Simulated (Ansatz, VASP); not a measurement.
**Se in VASP and in Ansatz**

```
CELL_PARAMETERS angstrom
-1.72076 1.72076 1.72076
1.72076 -1.72076 1.72076
1.72076 1.72076 -1.72076
ATOMIC_POSITIONS crystal
Se 0.00000 0.00000 0.00000
```

Alike in both runs: task single point; functional PBEsol; k mesh 18 × 18 × 18; occupations gaussian, width 0.1 eV; no spin polarisation.

|  | VASP | Ansatz |
| --- | --- | --- |
| version | VASP 6.6.1 | Ansatz 0.2.0 |
| potentials or method | VASP PAW PBE potentials, release 64 (Se), cutoff 520 eV | scalar-relativistic, plane waves, PAW |
| valence electrons in the cell | 6 | 16 |

|  | VASP | Ansatz | Ansatz less VASP |
| --- | --- | --- | --- |
| gap on the k mesh at the Fermi level (eV) | none | none | - |
| pressure (GPa) | -4.3 | -4.3 | -0.05 |

VASP's potentials were made for PBE, not for PBEsol. A gap of «none» marks a metal or a gap that the smearing closes. The functional is the same, so the differences come from potentials, cutoffs and numerics. VASP's potentials hold 6 valence electrons a cell and Ansatz's 16, so a difference there can come from the potentials and not from the codes.
